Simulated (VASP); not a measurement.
A run of VASP 6.6.1 is set up as follows.

File INCAR:

```
PREC = Accurate ; ENCUT = 520
EDIFF = 1E-7 ; ISMEAR = 0
SIGMA = 0.1 ; LREAL = False
LASPH = True ; NELM = 60
ALGO = Normal ; ISIF = 2
LWAVE = False ; LCHARG = False
GGA = PS ; NBANDS = 13
```

KPOINTS

```
Automatic mesh
0
Gamma
  18 18 18
```

File POSCAR:

```
Mo
1.0
   -1.5646648365      1.5646648365      1.5646648365
    1.5646648365     -1.5646648365      1.5646648365
    1.5646648365      1.5646648365     -1.5646648365
Mo
1
Direct
    0.0000000000      0.0000000000      0.0000000000
```

Potentials or basis: VASP PAW PBE potentials, release 64 (Mo_sv).

The run is started by

```console
$ cat potpaw_PBE.64/Mo_sv/POTCAR > POTCAR
$ mpirun -np 1 vasp_std > vasp.out
```

(1) What does it give for the pressure?

(2) Predict the band gap on the k mesh.

Answers

(1) 0.5 GPa.

(2) zero (band 7 reaches 16.92 eV, above the bottom of band 8 at 11.38 eV).

Caveat: the PAW data sets were made with another functional, which shifts forces and pressure a little.
